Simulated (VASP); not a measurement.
Write the native input for VASP 6.6.1 that does the following.

| Property | Result |
| --- | --- |
| Task | single point |
| Functional | PBEsol |
| Potentials or basis | VASP PAW PBE potentials, release 64 (C_h, O_h) |
| Cutoff | 910 eV |
| k mesh | 1 × 1 × 1 |
| Occupations | fermi-dirac, width 0.02 eV |
| Spin | no spin polarisation |
| Dipole correction | no |
| Further INCAR settings | LREAL = Auto; ALGO = Normal; EDIFF = 1e-06; NBANDS = 101 |

The structure of CO2 lies in POSCAR:

```
CO2
1.0
    8.7065880000      0.0000000000      0.0000000000
    0.0000000000      8.7065880000      0.0000000000
    0.0000000000      0.0000000000      8.7065880000
C O
10 20
Direct
    0.7767566353      0.4879178847      0.3253628172
    0.4024079237      0.5282896124      0.9447903128
    0.9498209861      0.1248939309      1.0443700793
    0.4095059971      0.2356491429      0.5466779868
    0.4999892036      0.0598282588      0.9759161683
    0.8058840042      0.4132043460      0.7617794709
    0.7203855288      0.7948004431      0.5634583835
    0.2246459807      0.6143623656      0.3345168050
    0.1503688931      0.9999554360      0.3906926571
    0.0883583787      0.7286321576      0.7510634476
    0.7585290587      0.4040733293      0.4306164481
    0.7954321486      0.5633550135      0.2185930930
    0.3827791093      0.6288111945      0.8572933507
    0.4083344704      0.4225306170      1.0287497238
    0.9867240761      0.2131259685      1.1417216480
    0.9164439617      0.0386718655      0.9464442328
    0.3625415605      0.3563049038      0.5048820502
    0.4650271725      0.1156710298      0.5837878168
    0.5736001290      0.0318839022      0.8676188652
    0.4210834370      0.0859578976      1.0863382992
    0.9210611551      0.3610599238      0.7346850454
    0.6863997699      0.4644528948      0.7970056697
    0.6341634633      0.8017377186      0.4607315748
    0.8027025053      0.7855890275      0.6702051366
    0.1113524609      0.6050475801      0.4069217471
    0.3317373005      0.6109281845      0.2516600073
    0.1565596075      0.9248399028      0.2811089717
    0.1277538342      1.0805955215      0.4962104558
    0.0232582500      0.6557563078      0.8446592396
    0.1684471575      0.8011634408      0.6732947511
```

These files were run (other wordings do the same):

INCAR

```
SYSTEM = CO2
PREC = Accurate
ENCUT = 910
EDIFF = 1E-6
ISMEAR = -1
SIGMA = 0.02
LREAL = Auto
LASPH = .True.
NELM = 120
ALGO = Normal
ISIF = 2
LWAVE = .False.
LCHARG = .True.
GGA = PS
LELF = .True.
LVHAR = .True.
NBANDS = 101
GGA_COMPAT = .False.
```

KPOINTS

```
Automatic mesh
0
Gamma
  1 1 1
  0 0 0
```

Potentials or basis: VASP PAW PBE potentials, release 64 (C_h, O_h).

Launch:

```sh
$ cat potpaw_PBE.64/C_h/POTCAR potpaw_PBE.64/O_h/POTCAR > POTCAR
$ mpirun -np 1 vasp_gam > vasp.out
```

Results of the run:

| Item | Value |
| --- | --- |
| Pressure | -0.7 GPa |
| Largest force | 4.593 eV/Å |

Caveat: the k points lie up to 0.72 Å⁻¹ apart; the cutoff is under 1.25 times the usual one of these potentials, so pressure, stress and relaxed cells hold a basis-set (Pulay) error; the PAW data sets were made with another functional, which shifts forces and pressure a little.

Wall time 3.9 min on 1 thread of Intel(R) Xeon(R) Platinum 8488C (Sapphire Rapids) (shared host), peak memory 1.3 GiB.
